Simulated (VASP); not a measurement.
Runs of VASP 6.6.1 on Pt. The structure is that of space group P6_3/mmc (No. 194), or close to it. The cells are those of the table. This isn't the form of Pt at room conditions, which is fcc.

| task | level | potentials or basis | cell | cutoff (eV) | gap on the mesh (eV) | pressure (GPa) | relaxed volume (Å³/atom) |
| --- | --- | --- | --- | --- | --- | --- | --- |
| single point | r2SCAN+D4 | VASP PAW PBE potentials, release 64 (Pt) | a = 2.733, b = 2.733, c = 4.732 Å, angles 90.0, 90.0, 120.0°, 2 atoms | 520 | none | 0.7 | - |
| relaxation of cell and atoms | LDA | VASP PAW LDA potentials, release 64 (Pt) | relaxed from a = 2.761, b = 2.761, c = 4.792 Å, angles 90.0, 90.0, 120.0°, 2 atoms | 600 | none | 0.0 | (a) |
| relaxation of cell and atoms | r2SCAN+D4 | VASP PAW PBE potentials, release 64 (Pt) | relaxed from a = 2.761, b = 2.761, c = 4.792 Å, angles 90.0, 90.0, 120.0°, 2 atoms | 600 | none | 0.0 | 15.34 |
| relaxation of cell and atoms | r2SCAN | VASP PAW PBE potentials, release 64 (Pt) | relaxed from a = 2.761, b = 2.761, c = 4.792 Å, angles 90.0, 90.0, 120.0°, 2 atoms | 600 | none | 0.0 | 15.47 |
| single point | LDA | VASP PAW LDA potentials, release 64 (Pt) | a = 2.713, b = 2.713, c = 4.666 Å, angles 90.0, 90.0, 120.0°, 2 atoms | 520 | none | 0.8 | - |
| single point | r2SCAN | VASP PAW PBE potentials, release 64 (Pt) | a = 2.739, b = 2.739, c = 4.749 Å, angles 90.0, 90.0, 120.0°, 2 atoms | 520 | none | 0.7 | - |

Alike in all rows: no spin polarisation; k mesh 12 × 12 × 6; smearing fermi-dirac 0.1 eV.

**Question.** Fill in the values left out.

**Answer.** (a) 14.92.

Caveats: spin-orbit coupling is left out, which moves the levels of the heavy elements; the PAW data sets were made with another functional, which shifts forces and pressure a little (at least some runs).

A k mesh can miss the band edges, and the runs leave out spin-orbit coupling on Pt.

A gap of «none» marks levels without a gap at the run's occupations.
